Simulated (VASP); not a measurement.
# Zr7Ge (F-43m) in VASP: further runs

Zr7Ge is run at these levels: PBE; tasks: single point.

All numbers are computed with VASP 6.6.1; they aren't measurements. Logs are shortened: lines on timing, memory, paths and dates and some standing lists are left out, and cuts for length are marked.

## (1) The cell of the first run

Symmetry: F-43m, No. 216, cubic system. The conventional cell has a = 9.407 Å, b = 9.407 Å, c = 9.407 Å, α = 90.00°, β = 90.00°, γ = 90.00°. Zr (site symmetry 2mm) has 5 Zr at 2.59 to 2.99 Å and 2 Ge at 3.33 Å within 3.4 Å. Within 3.4 Å of Zr (site symmetry -43m) lie 6 Zr at 2.59 Å. Ge (site symmetry -43m) has 16 Zr at 3.33 to 4.07 Å within 4.4 Å.

The cell was built from a structure type or drawn by symmetry, and may not be a known phase.

## (2) Single point, PBE

File INCAR:

```
PREC = Accurate
ENCUT = 500
EDIFF = 1E-6
ISMEAR = 0
SIGMA = 0.2
LREAL = F
LASPH = T
NELM = 120
ALGO = Normal
ISIF = 2
LWAVE = F
LCHARG = T
GGA = PE
LELF = T
LVHAR = T
NBANDS = 59
GGA_COMPAT = F
```

File KPOINTS:

```
Automatic mesh
0
Gamma
  4 4 4
```

File POSCAR:

```
Zr7Ge
1.0
    0.0000000000      4.7032870559      4.7032870559
    4.7032870559      0.0000000000      4.7032870559
    4.7032870559      4.7032870559      0.0000000000
Zr Ge
7 1
Direct
    0.2247262369      0.7752737631      0.7752737631
    0.7752737631      0.2247262369      0.2247262369
    0.7752737631      0.2247262369      0.7752737631
    0.2247262369      0.7752737631      0.2247262369
    0.7752737631      0.7752737631      0.2247262369
    0.2247262369      0.2247262369      0.7752737631
    0.5000000000      0.5000000000      0.5000000000
    0.7500000000      0.7500000000      0.7500000000
```

Potentials or basis: VASP PAW PBE potentials, release 64 (Zr_sv, Ge_d).

Launch:

```bash
cat potpaw_PBE.64/Zr_sv/POTCAR potpaw_PBE.64/Ge_d/POTCAR > POTCAR
mpirun -np 1 vasp_std > vasp.out
```

OUTCAR:

```text
PREC = Accurate
   ENCUT = 500
   EDIFF = 1E-6
   ISMEAR = 0
   LREAL = F
   LASPH = T
   NELM = 120
   ISIF = 2
   GGA = PE

 ion  position               nearest neighbor table
   1  0.225  0.775  0.775-   7 2.59   4 2.99   5 2.99   6 2.99   3 2.99   8 3.33   8 3.33   5 3.66
                             3 3.66   4 3.66   6 3.66
   2  0.775  0.225  0.225-   7 2.59   4 2.99   5 2.99   6 2.99   3 2.99   8 3.33   8 3.33   5 3.66
                             3 3.66   4 3.66   6 3.66
   3  0.775  0.225  0.775-   7 2.59   2 2.99   5 2.99   6 2.99   1 2.99   8 3.33   8 3.33   5 3.66
                             2 3.66   1 3.66   6 3.66
   4  0.225  0.775  0.225-   7 2.59   2 2.99   5 2.99   6 2.99   1 2.99   8 3.33   8 3.33   5 3.66
                             2 3.66   1 3.66   6 3.66
   5  0.775  0.775  0.225-   7 2.59   2 2.99   3 2.99   4 2.99   1 2.99   8 3.33   8 3.33   3 3.66
                             2 3.66   1 3.66   4 3.66
   6  0.225  0.225  0.775-   7 2.59   2 2.99   3 2.99   4 2.99   1 2.99   8 3.33   8 3.33   1 3.66
                             3 3.66   4 3.66   2 3.66
   7  0.500  0.500  0.500-   1 2.59   2 2.59   3 2.59   4 2.59   5 2.59   6 2.59
   8  0.750  0.750  0.750-   1 3.33   3 3.33   5 3.33   2 3.33   4 3.33   5 3.33   2 3.33   3 3.33
                             6 3.33   1 3.33   4 3.33   6 3.33

  LATTYP: Found a face centered cubic cell.
 ALAT       =     9.4065741118

  Lattice vectors:

 A1 = (   0.0000000000,   4.7032870559,   4.7032870559)
 A2 = (   4.7032870559,   0.0000000000,   4.7032870559)
 A3 = (   4.7032870559,   4.7032870559,   0.0000000000)

Analysis of symmetry for initial positions (statically):
=====================================================================
 Subroutine PRICEL returns:
 Original cell was already a primitive cell.

 Routine SETGRP: Setting up the symmetry group for a
 face centered cubic supercell.

 Subroutine GETGRP returns: Found 24 space group operations
 (whereof 24 operations were pure point group operations)
 out of a pool of 48 trial point group operations.

The static configuration has the point symmetry T_d .

Analysis of symmetry for dynamics (positions and initial velocities):
=====================================================================
 Subroutine PRICEL returns:
 Original cell was already a primitive cell.

 Routine SETGRP: Setting up the symmetry group for a
 face centered cubic supercell.

 Subroutine GETGRP returns: Found 24 space group operations
 (whereof 24 operations were pure point group operations)
 out of a pool of 48 trial point group operations.

The dynamic configuration has the point symmetry T_d .

 Subroutine INISYM returns: Found 24 space group operations
 (whereof 24 operations are pure point group operations),
 and found     1 'primitive' translations

----------------------------------------------------------------------------------------

                                     Primitive cell

  volume of cell :     208.0820

  direct lattice vectors                    reciprocal lattice vectors
     0.000000000  4.703287056  4.703287056    -0.106308629  0.106308629  0.106308629
     4.703287056  0.000000000  4.703287056     0.106308629 -0.106308629  0.106308629
     4.703287056  4.703287056  0.000000000     0.106308629  0.106308629 -0.106308629

  length of vectors
     6.651452342  6.651452342  6.651452342     0.184131947  0.184131947  0.184131947

  position of ions in fractional coordinates (direct lattice)
     0.224726237  0.775273763  0.775273763
     0.775273763  0.224726237  0.224726237
     0.775273763  0.224726237  0.775273763
     0.224726237  0.775273763  0.224726237
     0.775273763  0.775273763  0.224726237
     0.224726237  0.224726237  0.775273763
     0.500000000  0.500000000  0.500000000
     0.750000000  0.750000000  0.750000000

  ion indices of the primitive-cell ions
   primitive index   ion index
                 1           1
                 2           2
                 3           3
                 4           4
                 5           5
                 6           6
                 7           7
                 8           8

----------------------------------------------------------------------------------------

 KPOINTS: Automatic mesh

Automatic generation of k-mesh.
 Grid dimensions read from file:
 generate k-points for:    4    4    4

 Generating k-lattice:

  Cartesian coordinates                     Fractional coordinates (reciprocal lattice)
    -0.026577157  0.026577157  0.026577157     0.250000000  0.000000000  0.000000000
     0.026577157 -0.026577157  0.026577157     0.000000000  0.250000000  0.000000000
     0.026577157  0.026577157 -0.026577157     0.000000000  0.000000000  0.250000000

  Length of vectors
     0.046032987  0.046032987  0.046032987

  Shift w.r.t. Gamma in fractional coordinates (k-lattice)
     0.000000000  0.000000000  0.000000000

 Subroutine IBZKPT returns following result:
 ===========================================

 Found      8 irreducible k-points:

 Following reciprocal coordinates:
            Coordinates               Weight
  0.000000  0.000000  0.000000      1.000000
  0.250000  0.000000  0.000000      8.000000
  0.500000  0.000000  0.000000      4.000000
  0.250000  0.250000  0.000000      6.000000
  0.500000  0.250000  0.000000     24.000000
 -0.250000  0.250000  0.000000     12.000000
  0.500000  0.500000  0.000000      3.000000
 -0.250000  0.500000  0.250000      6.000000
   k-points           NKPTS =      8   k-points in BZ     NKDIM =      8   number of bands    NBANDS=     59
   number of dos      NEDOS =    301   number of ions     NIONS =      8
   total plane-waves  NPLWV = 125000
   dimension x,y,z NGX =    50 NGY =   50 NGZ =   50
   dimension x,y,z NGXF=   100 NGYF=  100 NGZF=  100
   ions per type =               7   1
   NGX,Y,Z   is equivalent  to a cutoff of  12.50, 12.50, 12.50 a.u.
   NGXF,Y,Z  is equivalent  to a cutoff of  24.99, 24.99, 24.99 a.u.
 SYSTEM =  unknown system
   PREC   = accura    normal or accurate (medium, high low for compatibility)
   ISTART =      0    job   : 0-new  1-cont  2-samecut
   ICHARG =      2    charge: 1-file 2-atom 10-const
   ISPIN  =      1    spin polarized calculation?
   LNONCOLLINEAR =      F non collinear calculations
   LSORBIT =      F    spin-orbit coupling
   LASPH  =      T    aspherical Exc in radial PAW
   ENCUT  =  500.0 eV  36.75 Ry    6.06 a.u.  12.13 12.13 12.13*2*pi/ulx,y,z
   NELM   =    120;   NELMIN=  2; NELMDL= -5     # of ELM steps
   EDIFF  = 0.1E-05   stopping-criterion for ELM
   LREAL  =      F    real-space projection
   EDIFFG = 0.1E-04   stopping-criterion for IOM
   NSW    =      0    number of steps for IOM
   IBRION =     -1    ionic relax: 0-MD 1-quasi-New 2-CG
   NFREE  =      0    steps in history (QN), initial steepest desc. (CG)
   ISIF   =      2    stress and relaxation
   ISYM   =      2    0-nonsym 1-usesym 2-fastsym
   POTIM  = 0.5000    time-step for ionic-motion
   TEBEG  =    0.0;   TEEND  =   0.0 temperature during run
   PSTRESS=    0.0 pullay stress
   NELECT =      98.0000    total number of electrons
   NUPDOWN=      -1.0000    fix difference up-down
   EMIN   =  10.00;   EMAX   =-10.00  energy-range for DOS
   EFERMI =   0.00;   METHOD = LEGACY
   ISMEAR =     0;   SIGMA  =   0.20  broadening in eV -4-tet -1-fermi 0-gaus
   EFERMI_NEDOS =   21; number of points for ismear=-14 and -15
   IALGO  =     38    algorithm
   IMIX   =      4    mixing-type and parameters
     AMIX     =   0.40;   BMIX     =  1.00
     AMIX_MAG =   1.60;   BMIX_MAG =  1.00
  volume/ion in A,a.u.               =      26.01       175.53
  Fermi-wavevector in a.u.,A,eV,Ry     =   1.273714  2.406971 22.073388  1.622348
  Thomas-Fermi vector in A             =   2.406522
   LORBIT       =      0    0 simple, 1 ext, 2 COOP (PROOUT), +10 PAW based schemes
   GGA     = PE    functional components
   LHFCALC =     F    Hartree Fock is set to
   AEXX    =    0.0000 exact exchange contribution
   IVDW    =     0    specifies the selected vdW correction
   LEPSILON=     F    determine dielectric tensor
   LRPA    =     F    only Hartree local field effects (RPA)
 non-spin polarized calculation
 Gauss-broadening in eV      SIGMA  =   0.20
  energy-cutoff  :      500.00
  volume of cell :      208.08
 maximum number of plane-waves:      5346
 NGX is ok and might be reduce to    50
   NGX = 25   NGY = 25   NGZ = 25

 number of electron      98.0000015 magnetization

 Free energy of the ion-electron system (eV)
  ---------------------------------------------------
  ext. energy  EPLUGINS =         0.00000000
  ---------------------------------------------------
  free energy    TOTEN  =       -57.19990101 eV

  energy without entropy =      -56.94660362  energy(sigma->0) =      -57.07325231

 E-fermi :   6.9642     XC(G=0): -10.2486

 val. band max:        6.9029949920   @ k =   0.0000   0.0000   0.0000
 cond. band min:       6.9652136760   @ k =  -0.2500   0.2500   0.0000
 fundamental gap:      0.0622186840
 Fermi energy:         6.9642385425

 k-point     1 :       0.0000    0.0000    0.0000
  band No.  band energies     occupation
      1     -41.9377      2.00000
      2     -41.7735      2.00000
      3     -41.7735      2.00000
      4     -41.7735      2.00000
      5     -41.7164      2.00000
      6     -41.7164      2.00000
[... 51 lines left out ...]
     58       8.8988      0.00000
     59       8.8988      0.00000

 k-point     2 :       0.2500    0.0000    0.0000
  band No.  band energies     occupation
      1     -41.9165      2.00000
      2     -41.7976      2.00000
      3     -41.7707      2.00000
      4     -41.7707      2.00000
      5     -41.7192      2.00000
      6     -41.7192      2.00000
[... 361 lines left out ...]
     58       8.6229      0.00000
     59       8.6528      0.00000

 k-point     8 :      -0.2500    0.5000    0.2500
  band No.  band energies     occupation
      1     -41.8731      2.00000
      2     -41.8162      2.00000
      3     -41.7738      2.00000
      4     -41.7738      2.00000
      5     -41.7421      2.00000
      6     -41.7203      2.00000
[... 51 lines left out ...]
     58       8.5991      0.00000
     59       8.8280      0.00000

------------------------ aborting loop because EDIFF is reached ----------------------------------------

  FORCE on cell =-STRESS in cart. coord.  units (eV):
  Direction    XX          YY          ZZ          XY          YZ          ZX
  --------------------------------------------------------------------------------------
  -------------------------------------------------------------------------------------
  Total        0.4442647      0.4442647      0.4442647     -0.0000000     -0.0000000      0.0000000
  in kB        3.4207232      3.4207232      3.4207232     -0.0000000     -0.0000000      0.0000000
  external PRESSURE =       3.4207232 kB  Pullay stress =       0.0000000 kB

 VOLUME and BASIS-vectors are now :
 -----------------------------------------------------------------------------
  energy-cutoff  :      500.00
  volume of cell :      208.08
      direct lattice vectors                 reciprocal lattice vectors
     0.000000000  4.703287056  4.703287056    -0.106308629  0.106308629  0.106308629
     4.703287056  0.000000000  4.703287056     0.106308629 -0.106308629  0.106308629
     4.703287056  4.703287056  0.000000000     0.106308629  0.106308629 -0.106308629

 POSITION                                       TOTAL-FORCE (eV/Angst)
 -----------------------------------------------------------------------------------
      7.29267      4.70329      4.70329         0.030896     -0.000000     -0.000000
      2.11390      4.70329      4.70329        -0.030896     -0.000000     -0.000000
      4.70329      7.29267      4.70329        -0.000000      0.030896     -0.000000
      4.70329      2.11390      4.70329        -0.000000     -0.030896     -0.000000
      4.70329      4.70329      7.29267        -0.000000     -0.000000      0.030896
      4.70329      4.70329      2.11390        -0.000000     -0.000000     -0.030896
      4.70329      4.70329      4.70329        -0.000000     -0.000000     -0.000000
      7.05493      7.05493      7.05493        -0.000000     -0.000000     -0.000000
 -----------------------------------------------------------------------------------
    total drift:                                0.000000      0.000000      0.000001

  FREE ENERGIE OF THE ION-ELECTRON SYSTEM (eV)
  ---------------------------------------------------
  free  energy   TOTEN  =       -57.1999010091 eV

  energy  without entropy=      -56.9466036155  energy(sigma->0) =      -57.07325231
```

Run time: 2.6 min. Hardware: 1 thread of Intel Xeon Platinum 8559C (Emerald Rapids), shared host; peak memory 0.36 GiB.

What came out:

| Property | Result |
| --- | --- |
| Free energy | -57.1999 eV |
| Pressure | 0.3 GPa |
| Largest force | 0.031 eV/Å |
| Band gap on the k mesh | zero (bands 49 and 50 overlap by 0.26 eV) |

Forces on the atoms (eV/Å):
```
Zr   0.031  0.000  0.000
Zr  -0.031  0.000  0.000
Zr   0.000  0.031  0.000
Zr   0.000 -0.031  0.000
Zr   0.000  0.000  0.031
Zr   0.000  0.000 -0.031
Zr   0.000  0.000  0.000
Ge   0.000  0.000  0.000
```

Levels at points of the mesh, in eV from the Fermi level:
```
           k point  band 47  band 48  band 49  band 50  band 51  band 52
(0.00, 0.00, 0.00)    -1.10    -0.06    -0.06     0.62     0.62     0.62
(0.50, 0.00, 0.00)    -0.74    -0.51    -0.19    -0.19     0.35     0.39
(0.50, 0.50, 0.00)    -0.52    -0.23    -0.23    -0.21     0.12     0.26
```

(Continued in part 2 of 2.)
